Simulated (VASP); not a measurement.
# BN (P6_3/mmc) in VASP: a series of runs, part 2 of 2

VASP 6.6.1. Earlier steps stand in the parts before.

## 3. Single point, PBE (volume changed by +3%)

The input, INCAR:

```
ALGO = Normal
EDIFF = 1E-6
ENCUT = 520
GGA = PE
ISIF = 2
ISMEAR = 0
LASPH = True
LCHARG = True
LELF = True
LREAL = False
LVHAR = True
LWAVE = False
NBANDS = 16
NELM = 100
PREC = Accurate
SIGMA = 0.01
```

The input, KPOINTS:

```
k-points
0
Gamma
  9 9 4
```

The input, POSCAR:

```
BN
1.0
    2.5370411178      0.0000000000      0.0000000000
   -1.2685205589      2.1971420585      0.0000000000
    0.0000000000      0.0000000000      8.4096824697
B N
2 2
Direct
    0.3333333333      0.6666666667      0.2500000000
    0.6666666667      0.3333333333      0.7500000000
    0.6666666667      0.3333333333      0.2500000000
    0.3333333333      0.6666666667      0.7500000000
```

Potentials or basis: VASP PAW PBE potentials, release 64 (B, N).

Started as:

```bash
$ cat potpaw_PBE.64/B/POTCAR potpaw_PBE.64/N/POTCAR > POTCAR
$ mpirun -np 1 vasp_std > vasp.out
```

OUTCAR:

```text
EDIFF = 1E-6
   ENCUT = 520
   GGA = PE
   ISIF = 2
   ISMEAR = 0
   LASPH = True
   LREAL = False
   NELM = 100
   PREC = Accurate

 ion  position               nearest neighbor table
   1  0.333  0.667  0.250-   3 1.46   3 1.46   3 1.46
   2  0.667  0.333  0.750-   4 1.46   4 1.46   4 1.46
   3  0.667  0.333  0.250-   1 1.46   1 1.46   1 1.46
   4  0.333  0.667  0.750-   2 1.46   2 1.46   2 1.46

  LATTYP: Found a hexagonal cell.
 ALAT       =     2.5370411178
 C/A-ratio  =     3.3147600213

  Lattice vectors:

 A1 = (   2.5370411178,   0.0000000000,   0.0000000000)
 A2 = (  -1.2685205589,   2.1971420585,   0.0000000000)
 A3 = (   0.0000000000,   0.0000000000,   8.4096824697)

Analysis of symmetry for initial positions (statically):
=====================================================================
 Subroutine PRICEL returns:
 Original cell was already a primitive cell.

 Routine SETGRP: Setting up the symmetry group for a
 hexagonal supercell.

 Subroutine GETGRP returns: Found 24 space group operations
 (whereof 12 operations were pure point group operations)
 out of a pool of 24 trial point group operations.

The static configuration has the point symmetry D_3d.
 The point group associated with its full space group is D_6h.

Analysis of symmetry for dynamics (positions and initial velocities):
=====================================================================
 Subroutine PRICEL returns:
 Original cell was already a primitive cell.

 Routine SETGRP: Setting up the symmetry group for a
 hexagonal supercell.

 Subroutine GETGRP returns: Found 24 space group operations
 (whereof 12 operations were pure point group operations)
[... 123 lines left out ...]
   EFERMI_NEDOS =   21; number of points for ismear=-14 and -15
   IALGO  =     38    algorithm
   IMIX   =      4    mixing-type and parameters
     AMIX     =   0.40;   BMIX     =  1.00
     AMIX_MAG =   1.60;   BMIX_MAG =  1.00
  volume/ion in A,a.u.               =      11.72        79.09
  Fermi-wavevector in a.u.,A,eV,Ry     =   1.144089  2.162014 17.809200  1.308939
  Thomas-Fermi vector in A             =   2.280782
   LORBIT       =      0    0 simple, 1 ext, 2 COOP (PROOUT), +10 PAW based schemes
   GGA     = PE    functional components
   LHFCALC =     F    Hartree Fock is set to
   AEXX    =    0.0000 exact exchange contribution
   IVDW    =     0    specifies the selected vdW correction
   LEPSILON=     F    determine dielectric tensor
   LRPA    =     F    only Hartree local field effects (RPA)
 non-spin polarized calculation
 Gauss-broadening in eV      SIGMA  =   0.01
  energy-cutoff  :      520.00
  volume of cell :       46.88
 maximum number of plane-waves:      1280
 NGX is ok and might be reduce to    20
   NGX =  9   NGY =  9   NGZ = 31

 number of electron      15.9999999 magnetization

 Free energy of the ion-electron system (eV)
  ---------------------------------------------------
  ext. energy  EPLUGINS =         0.00000000
  ---------------------------------------------------
  free energy    TOTEN  =       -35.18565128 eV

  energy without entropy =      -35.18565128  energy(sigma->0) =      -35.18565128

 E-fermi :   0.5027     XC(G=0):  -8.4838

 val. band max:        0.4457408959   @ k =   0.3333   0.3333   0.5000
 cond. band min:       4.8440391423   @ k =   0.0000   0.0000   0.0000
 fundamental gap:      4.3982982464
 Fermi energy:         0.5026934444

 k-point     1 :       0.0000    0.0000    0.0000
  band No.  band energies     occupation
      1     -17.0102      2.00000
      2     -16.9717      2.00000
      3      -4.8851      2.00000
      4      -4.3018      2.00000
      5      -0.9368      2.00000
      6      -0.9368      2.00000
[... 433 lines left out ...]
      3      -7.2510      2.00000
      4      -7.2364      2.00000
      5      -6.6703      2.00000
      6      -6.6703      2.00000
[... 8 lines left out ...]
     15      15.4029      0.00000
     16      16.7189      0.00000

 [... further k-points ...]

------------------------ aborting loop because EDIFF is reached ----------------------------------------

  FORCE on cell =-STRESS in cart. coord.  units (eV):
  Direction    XX          YY          ZZ          XY          YZ          ZX
  --------------------------------------------------------------------------------------
  -------------------------------------------------------------------------------------
  Total       -2.2902204     -2.2902204     -0.0232206      0.0000000      0.0000000      0.0000000
  in kB      -78.2749165    -78.2749165     -0.7936307      0.0000000      0.0000000      0.0000000
  external PRESSURE =     -52.4478212 kB  Pullay stress =       0.0000000 kB

 VOLUME and BASIS-vectors are now :
 -----------------------------------------------------------------------------
  energy-cutoff  :      520.00
  volume of cell :       46.88
      direct lattice vectors                 reciprocal lattice vectors
     2.537041118  0.000000000  0.000000000     0.394159950  0.227568353  0.000000000
    -1.268520559  2.197142058  0.000000000     0.000000000  0.455136706  0.000000000
     0.000000000  0.000000000  8.409682470     0.000000000  0.000000000  0.118910554

 POSITION                                       TOTAL-FORCE (eV/Angst)
 -----------------------------------------------------------------------------------
     -0.00000      1.46476      2.10242        -0.000000      0.000000      0.000000
      1.26852      0.73238      6.30726         0.000000     -0.000000      0.000000
      1.26852      0.73238      2.10242        -0.000000      0.000000      0.000000
     -0.00000      1.46476      6.30726        -0.000000     -0.000000      0.000000
 -----------------------------------------------------------------------------------
    total drift:                               -0.000000      0.000000      0.000000

  FREE ENERGIE OF THE ION-ELECTRON SYSTEM (eV)
  ---------------------------------------------------
  free  energy   TOTEN  =       -35.1856512766 eV

  energy  without entropy=      -35.1856512766  energy(sigma->0) =      -35.18565128
```

OSZICAR:

```text
N       E                     dE             d eps       ncg     rms          rms(c)
DAV:   1     0.595580644657E+02    0.59558E+02   -0.76533E+03  1152   0.894E+02
DAV:   2    -0.341465852551E+02   -0.93705E+02   -0.85312E+02  1584   0.214E+02
DAV:   3    -0.386646289199E+02   -0.45180E+01   -0.44993E+01  1528   0.485E+01
DAV:   4    -0.387085078023E+02   -0.43879E-01   -0.43861E-01  1440   0.526E+00
DAV:   5    -0.387091072593E+02   -0.59946E-03   -0.59944E-03  1536   0.589E-01    0.110E+01
DAV:   6    -0.355664316462E+02    0.31427E+01   -0.55628E+00  1464   0.174E+01    0.488E+00
DAV:   7    -0.352864947963E+02    0.27994E+00   -0.53406E-01  1536   0.511E+00    0.309E+00
DAV:   8    -0.351876585759E+02    0.98836E-01   -0.29793E-01  1536   0.342E+00    0.521E-01
DAV:   9    -0.351835228193E+02    0.41358E-02   -0.18433E-02  1304   0.103E+00    0.196E-01
DAV:  10    -0.351854218832E+02   -0.18991E-02   -0.18424E-03  1216   0.331E-01    0.400E-02
DAV:  11    -0.351856406886E+02   -0.21881E-03   -0.18880E-04  1312   0.108E-01    0.301E-02
DAV:  12    -0.351856507350E+02   -0.10046E-04   -0.34757E-05  1320   0.433E-02    0.362E-03
DAV:  13    -0.351856512766E+02   -0.54166E-06   -0.17132E-06  1448   0.984E-03
   1 F= -.35185651E+02 E0= -.35185651E+02  d E =-.751177E-18
```

Run time: 39 s. Hardware: 1 thread of AMD EPYC 7R13, shared host; peak memory 0.14 GiB.

Results:

```
Free energy            : -35.1857 eV
Pressure               : -5.2 GPa
Band gap on the k mesh : 4.40 eV, indirect (least direct gap 4.58 eV)
```

Caveat: this functional lacks dispersion, which binds the layers, so the pressure and a relaxed spacing across them are unreliable. A k mesh can miss the band edges.
